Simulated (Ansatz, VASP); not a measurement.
**Two plane-wave programs on C**

```
CELL_PARAMETERS angstrom
2.12732 -1.22828 0.00000
2.12732 1.22828 0.00000
-1.37907 0.00000 3.50283
ATOMIC_POSITIONS crystal
C 0.83336 0.83336 0.00009
C 0.16664 0.16664 0.99991
```

Alike in both runs: task relaxation of cell and atoms; functional LDA; k mesh 16 × 16 × 10; occupations fermi-dirac, width 0.1 eV; no spin polarisation.

```csv
,VASP,Ansatz
version,VASP 6.6.1,Ansatz 0.2.0
potentials or method,"VASP PAW LDA potentials, release 64 (C)","PAW with Ansatz's default frozen-core files, scalar-relativistic"
plane-wave cutoff (eV),600,420
valence electrons in the cell,8,8
```

Ansatz gave:

- relaxed volume (Å³/atom): 8.64
- relaxed cell length with the largest relative difference (Å): 3.624

Q: Which values does VASP return?

A: Relaxed volume (Å³/atom): 8.52; relaxed cell length with the largest relative difference (Å): 3.572.

LDA's correlation is that of Perdew and Zunger in VASP and of Perdew and Wang (1992) in Ansatz.
